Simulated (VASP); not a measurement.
# Zn in VASP: further runs

Runs on Zn. Level: PBE. Tasks: single point.

All numbers are computed with VASP 6.6.1; they aren't measurements. Logs are shortened: lines on timing, memory, paths and dates and some standing lists are left out, and cuts for length are marked.

## 1. The cell of the first run

The cell holds a slab with vacuum, 4 atoms: a = 2.636 Å, b = 2.636 Å, c = 23.639 Å, α = 90.00°, β = 90.00°, γ = 120.00°.

## 2. Single point, PBE

File INCAR:

```
SYSTEM = Zn
PREC     = Accurate       ! precision mode
ENCUT    = 520            ! plane-wave cutoff, eV
EDIFF    = 1E-6           ! SCF threshold, eV
ISMEAR   = -1             ! smearing method
SIGMA    = 0.08           ! smearing width, eV
LREAL    = .FALSE.        ! projectors in reciprocal space
LASPH    = .TRUE.         ! aspherical terms in the spheres
NELM     = 80             ! most SCF steps
ALGO     = Normal         ! electronic algorithm
ISIF     = 2              ! what is computed and relaxed
LWAVE    = .FALSE.        ! write WAVECAR
LCHARG   = .FALSE.        ! write CHGCAR
LDIPOL   = .TRUE.       
IDIPOL   = 3            
DIPOL    = 0.5 0.5 0.500
GGA      = PE             ! functional
NBANDS   = 32             ! bands
```

File KPOINTS:

```
Automatic mesh
0
G
  16 16 1
  0 0 0
```

File POSCAR:

```
Zn
1.0
    2.6356265421      0.0000000000      0.0000000000
   -1.3178132710      2.2825195404      0.0000000000
    0.0000000000      0.0000000000     23.6388000000
Zn
4
Direct
    0.8333333333      0.1666666667      0.3447969002
    0.1666666667      0.8333333333      0.4498657614
    0.8333333333      0.1666666667      0.5501342389
    0.1666666667      0.8333333333      0.6552030995
```

Potentials or basis: VASP PAW PBE potentials, release 64 (Zn).

Launch:

```bash
$ cat potpaw_PBE.64/Zn/POTCAR > POTCAR
$ mpirun -np 1 vasp_std > vasp.out
```

OUTCAR:

```text
SYSTEM = Zn
   PREC = Accurate
   ENCUT = 520
   EDIFF = 1E-6
   ISMEAR = -1
   LREAL = .FALSE.
   LASPH = .TRUE.
   NELM = 80
   ISIF = 2
   GGA = PE

 ion  position               nearest neighbor table
   1  0.833  0.167  0.345-   2 2.91   2 2.91   2 2.91
   2  0.167  0.833  0.450-   3 2.82   3 2.82   3 2.82   1 2.91   1 2.91   1 2.91
   3  0.833  0.167  0.550-   2 2.82   2 2.82   2 2.82   4 2.91   4 2.91   4 2.91
   4  0.167  0.833  0.655-   3 2.91   3 2.91   3 2.91

  LATTYP: Found a hexagonal cell.
 ALAT       =     2.6356265421
 C/A-ratio  =     8.9689489851

  Lattice vectors:

 A1 = (   2.6356265421,   0.0000000000,   0.0000000000)
 A2 = (  -1.3178132710,   2.2825195404,   0.0000000000)
 A3 = (   0.0000000000,   0.0000000000,  23.6388000000)

Analysis of symmetry for initial positions (statically):
=====================================================================
 Subroutine PRICEL returns:
 Original cell was already a primitive cell.

 Routine SETGRP: Setting up the symmetry group for a
 hexagonal supercell.

 Subroutine GETGRP returns: Found 12 space group operations
 (whereof  4 operations were pure point group operations)
 out of a pool of 24 trial point group operations.

The static configuration has the point symmetry C_2h.
 The point group associated with its full space group is D_3d.

Analysis of symmetry for dynamics (positions and initial velocities):
=====================================================================
 Subroutine PRICEL returns:
 Original cell was already a primitive cell.

 Routine SETGRP: Setting up the symmetry group for a
 hexagonal supercell.

 Subroutine GETGRP returns: Found 12 space group operations
 (whereof  4 operations were pure point group operations)
 out of a pool of 24 trial point group operations.

The dynamic configuration has the point symmetry C_2h.
 The point group associated with its full space group is D_3d.

 Subroutine INISYM returns: Found 12 space group operations
 (whereof  4 operations are pure point group operations),
 and found     1 'primitive' translations

----------------------------------------------------------------------------------------

                                     Primitive cell

  volume of cell :     142.2079

  direct lattice vectors                    reciprocal lattice vectors
     2.635626542  0.000000000  0.000000000     0.379416425  0.219056175  0.000000000
    -1.317813271  2.282519540  0.000000000     0.000000000  0.438112350  0.000000000
     0.000000000  0.000000000 23.638800000     0.000000000  0.000000000  0.042303332

  length of vectors
     2.635626542  2.635626542 23.638800000     0.438112350  0.438112350  0.042303332

  position of ions in fractional coordinates (direct lattice)
     0.833333333  0.166666667  0.344796900
     0.166666667  0.833333333  0.449865761
     0.833333333  0.166666667  0.550134239
     0.166666667  0.833333333  0.655203099

  ion indices of the primitive-cell ions
   primitive index   ion index
                 1           1
                 2           2
                 3           3
                 4           4

----------------------------------------------------------------------------------------

 KPOINTS: Automatic mesh

Automatic generation of k-mesh.
 Grid dimensions read from file:
 generate k-points for:   16   16    1

 Generating k-lattice:

  Cartesian coordinates                     Fractional coordinates (reciprocal lattice)
     0.023713527  0.013691011  0.000000000     0.062500000  0.000000000  0.000000000
     0.000000000  0.027382022  0.000000000     0.000000000  0.062500000  0.000000000
     0.000000000  0.000000000  0.042303332     0.000000000  0.000000000  1.000000000

  Length of vectors
     0.027382022  0.027382022  0.042303332

  Shift w.r.t. Gamma in fractional coordinates (k-lattice)
     0.000000000  0.000000000  0.000000000

 Subroutine IBZKPT returns following result:
 ===========================================

 Found     30 irreducible k-points:

 Following reciprocal coordinates:
            Coordinates               Weight
  0.000000  0.000000  0.000000      1.000000
  0.062500  0.000000  0.000000      6.000000
  0.125000  0.000000  0.000000      6.000000
  0.187500  0.000000  0.000000      6.000000
  0.250000  0.000000  0.000000      6.000000
  0.312500  0.000000  0.000000      6.000000
[... 16 lines left out ...]
  0.187500  0.187500  0.000000      6.000000
  0.250000  0.187500  0.000000     12.000000
 [... further k-points ...]
   k-points           NKPTS =     30   k-points in BZ     NKDIM =     30   number of bands    NBANDS=     32
   number of dos      NEDOS =    301   number of ions     NIONS =      4
   total plane-waves  NPLWV =  72000
   dimension x,y,z NGX =    20 NGY =   20 NGZ =  180
   dimension x,y,z NGXF=    40 NGYF=   40 NGZF=  360
   ions per type =               4
   NGX,Y,Z   is equivalent  to a cutoff of  12.62, 12.62, 12.66 a.u.
   NGXF,Y,Z  is equivalent  to a cutoff of  25.23, 25.23, 25.32 a.u.
 SYSTEM =  Zn
   PREC   = accura    normal or accurate (medium, high low for compatibility)
   ISTART =      0    job   : 0-new  1-cont  2-samecut
   ICHARG =      2    charge: 1-file 2-atom 10-const
   ISPIN  =      1    spin polarized calculation?
   LNONCOLLINEAR =      F non collinear calculations
   LSORBIT =      F    spin-orbit coupling
   LASPH  =      T    aspherical Exc in radial PAW
   ENCUT  =  520.0 eV  38.22 Ry    6.18 a.u.   4.90  4.90 43.95*2*pi/ulx,y,z
   NELM   =     80;   NELMIN=  2; NELMDL= -5     # of ELM steps
   EDIFF  = 0.1E-05   stopping-criterion for ELM
   LREAL  =      F    real-space projection
   EDIFFG = 0.1E-04   stopping-criterion for IOM
   NSW    =      0    number of steps for IOM
   IBRION =     -1    ionic relax: 0-MD 1-quasi-New 2-CG
   NFREE  =      0    steps in history (QN), initial steepest desc. (CG)
   ISIF   =      2    stress and relaxation
   ISYM   =      2    0-nonsym 1-usesym 2-fastsym
   POTIM  = 0.5000    time-step for ionic-motion
   TEBEG  =    0.0;   TEEND  =   0.0 temperature during run
   PSTRESS=    0.0 pullay stress
   NELECT =      48.0000    total number of electrons
   NUPDOWN=      -1.0000    fix difference up-down
   EMIN   =  10.00;   EMAX   =-10.00  energy-range for DOS
   EFERMI =   0.00;   METHOD = LEGACY
   ISMEAR =    -1;   SIGMA  =   0.08  broadening in eV -4-tet -1-fermi 0-gaus
   EFERMI_NEDOS =   21; number of points for ismear=-14 and -15
   IALGO  =     38    algorithm
   IMIX   =      4    mixing-type and parameters
     AMIX     =   0.40;   BMIX     =  1.00
     AMIX_MAG =   1.60;   BMIX_MAG =  1.00
  volume/ion in A,a.u.               =      35.55       239.92
  Fermi-wavevector in a.u.,A,eV,Ry     =   1.139849  2.154002 17.677446  1.299256
  Thomas-Fermi vector in A             =   2.276552
   LORBIT       =      0    0 simple, 1 ext, 2 COOP (PROOUT), +10 PAW based schemes
   GGA     = PE    functional components
   LHFCALC =     F    Hartree Fock is set to
   AEXX    =    0.0000 exact exchange contribution
   IVDW    =     0    specifies the selected vdW correction
   LEPSILON=     F    determine dielectric tensor
   LRPA    =     F    only Hartree local field effects (RPA)
 non-spin polarized calculation
  energy-cutoff  :      520.00
  volume of cell :      142.21
 maximum number of plane-waves:      3903
 NGX is ok and might be reduce to    20
   NGX =  9   NGY =  9   NGZ = 87

 dipolmoment           0.000000      0.000000      0.000000 electrons x Angstroem

 number of electron      48.0000020 magnetization

 dipolmoment           0.000000      0.000000     -0.000000 electrons x Angstroem

 Free energy of the ion-electron system (eV)
  ---------------------------------------------------
  ext. energy  EPLUGINS =         0.00000000
  ---------------------------------------------------
  free energy    TOTEN  =        -4.21884958 eV

  energy without entropy =       -4.20271558  energy(sigma->0) =       -4.21078258

 E-fermi :  -0.9873     XC(G=0):  -5.5412

 val. band max:       -1.1069080522   @ k =   0.3125   0.2500   0.0000
 cond. band min:      -0.8475838171   @ k =   0.1875   0.1250   0.0000
 fundamental gap:      0.2593242351
 Fermi energy:        -0.9873446428

 k-point     1 :       0.0000    0.0000    0.0000
  band No.  band energies     occupation
      1     -11.3091      2.00000
      2     -10.3415      2.00000
      3      -9.6959      2.00000
      4      -9.6320      2.00000
      5      -8.8943      2.00000
      6      -8.7034      2.00000
[... 24 lines left out ...]
     31       4.9669      0.00000
     32       7.2148      0.00000

 k-point     2 :       0.0625    0.0000    0.0000
  band No.  band energies     occupation
      1     -11.1919      2.00000
      2     -10.2329      2.00000
      3      -9.6161      2.00000
      4      -9.5743      2.00000
      5      -8.8840      2.00000
      6      -8.7194      2.00000
[... 24 lines left out ...]
     31       5.0779      0.00000
     32       7.3293      0.00000

 k-point     3 :       0.1250    0.0000    0.0000
  band No.  band energies     occupation
      1     -10.8481      2.00000
      2      -9.9254      2.00000
      3      -9.4208      2.00000
      4      -9.4038      2.00000
      5      -8.8618      2.00000
      6      -8.7632      2.00000
[... 24 lines left out ...]
     31       5.4101      0.00000
     32       7.6710      0.00000

 k-point     4 :       0.1875    0.0000    0.0000
  band No.  band energies     occupation
      1     -10.3136      2.00000
      2      -9.5160      2.00000
      3      -9.2394      2.00000
      4      -9.1612      2.00000
      5      -8.8442      2.00000
      6      -8.8189      2.00000
[... 654 lines left out ...]
     31       6.3577      0.00000
     32       7.1027      0.00000

 k-point    23 :       0.1875    0.1875    0.0000
  band No.  band energies     occupation
      1      -9.1511      2.00000
      2      -9.0558      2.00000
      3      -9.0138      2.00000
      4      -8.9260      2.00000
      5      -8.9090      2.00000
      6      -8.8192      2.00000
[... 24 lines left out ...]
     31       6.1899      0.00000
     32       6.6447      0.00000

 k-point    24 :       0.2500    0.1875    0.0000
  band No.  band energies     occupation
      1      -9.1371      2.00000
      2      -9.0912      2.00000
      3      -9.0651      2.00000
      4      -8.9163      2.00000
      5      -8.8596      2.00000
      6      -8.8031      2.00000
[... 24 lines left out ...]
     31       6.0056      0.00000
     32       6.1776      0.00000

 [... further k-points ...]

------------------------ aborting loop because EDIFF is reached ----------------------------------------

 vacuum level on the upper side and lower side of the slab       (xc-potential included)        -0.211        -0.211

  FORCE on cell =-STRESS in cart. coord.  units (eV):
  Direction    XX          YY          ZZ          XY          YZ          ZX
  --------------------------------------------------------------------------------------
  -------------------------------------------------------------------------------------
  Total        0.0533082      0.0533082      0.0740211      0.0000000      0.0000000     -0.0000000
  in kB        0.6005939      0.6005939      0.8339548      0.0000000      0.0000000     -0.0000000
  external PRESSURE =       0.6783808 kB  Pullay stress =       0.0000000 kB

 VOLUME and BASIS-vectors are now :
 -----------------------------------------------------------------------------
  energy-cutoff  :      520.00
  volume of cell :      142.21
      direct lattice vectors                 reciprocal lattice vectors
     2.635626542  0.000000000  0.000000000     0.379416425  0.219056175  0.000000000
    -1.317813271  2.282519540  0.000000000     0.000000000  0.438112350  0.000000000
     0.000000000  0.000000000 23.638800000     0.000000000  0.000000000  0.042303332

 POSITION                                       TOTAL-FORCE (eV/Angst)
 -----------------------------------------------------------------------------------
      1.97672      0.38042      8.15058         0.000000      0.000000     -0.009119
     -0.65891      1.90210     10.63429        -0.000000      0.000000     -0.000961
      1.97672      0.38042     13.00451         0.000000      0.000000      0.000961
     -0.65891      1.90210     15.48822         0.000000      0.000000      0.009119
 -----------------------------------------------------------------------------------
    total drift:                               -0.000000      0.000000     -0.000000

  FREE ENERGIE OF THE ION-ELECTRON SYSTEM (eV)
  ---------------------------------------------------
  free  energy   TOTEN  =        -4.2188495838 eV

  energy  without entropy=       -4.2027155791  energy(sigma->0) =       -4.21078258

 vacuum level on the upper side and lower side of the slab         2.894         2.894
```

Run time: 5.8 min. Hardware: 1 thread of AMD EPYC 9R45, shared host; peak memory 0.27 GiB.

Results:

```yaml
Free_energy: -4.2188 eV
Largest_force: 0.009 eV/Å
Band_gap_on_the_k_mesh: zero (band 24 reaches 0.15 eV, above the bottom of band 25 at -3.51 eV)
```

Forces on the atoms (eV/Å):
```
Zn   0.000  0.000 -0.009
Zn   0.000  0.000 -0.001
Zn   0.000  0.000  0.001
Zn   0.000  0.000  0.009
```

## 3. Single point, PBE

File INCAR:

```
PREC     = Accurate       # precision mode
ENCUT    = 520            # plane-wave cutoff, eV
EDIFF    = 1E-6           # SCF threshold, eV
ISMEAR   = -1             # smearing method
SIGMA    = 0.08           # smearing width, eV
LREAL    = False          # projectors in reciprocal space
LASPH    = True           # aspherical terms in the spheres
NELM     = 60             # most SCF steps
ALGO     = Normal         # electronic algorithm
ISIF     = 2              # what is computed and relaxed
LWAVE    = False          # write WAVECAR
LCHARG   = False          # write CHGCAR
LDIPOL   = True         
IDIPOL   = 3            
DIPOL    = 0.5 0.5 0.500
GGA      = PE             # functional
NBANDS   = 32             # bands
```

File KPOINTS:

```
regular mesh
0
Gamma
  16 16 1
```

POSCAR is that of step 2.

Potentials or basis: VASP PAW PBE potentials, release 64 (Zn).

Launch:

```bash
$ cat potpaw_PBE.64/Zn/POTCAR > POTCAR
$ mpirun -np 1 vasp_std > vasp.out
```

It took 5.2 min on 1 thread of AMD EPYC 9R45, shared host; peak memory 0.27 GiB.

The run converged. Its results:

* Free energy: -4.2188 eV
* Largest force: 0.009 eV/Å
* Band gap on the k mesh: zero (band 24 reaches 0.15 eV, above the bottom of band 25 at -3.51 eV)

Forces on the atoms (eV/Å):
```
Zn   0.000  0.000 -0.009
Zn   0.000  0.000 -0.001
Zn   0.000  0.000  0.001
Zn   0.000  0.000  0.009
```

Levels at points of the mesh, in eV from the Fermi level:
```csv
k point,band 20,band 21,band 22,band 23,band 24,band 25,band 26,band 27,band 28,band 29
"(0.00, 0.00, 0.00)",-7.00,-6.99,-6.99,-6.80,-4.65,-2.52,0.66,2.97,3.96,4.16
"(0.50, 0.00, 0.00)",-6.69,-2.62,-2.06,-1.59,-1.36,0.65,0.91,1.97,2.78,4.69
```
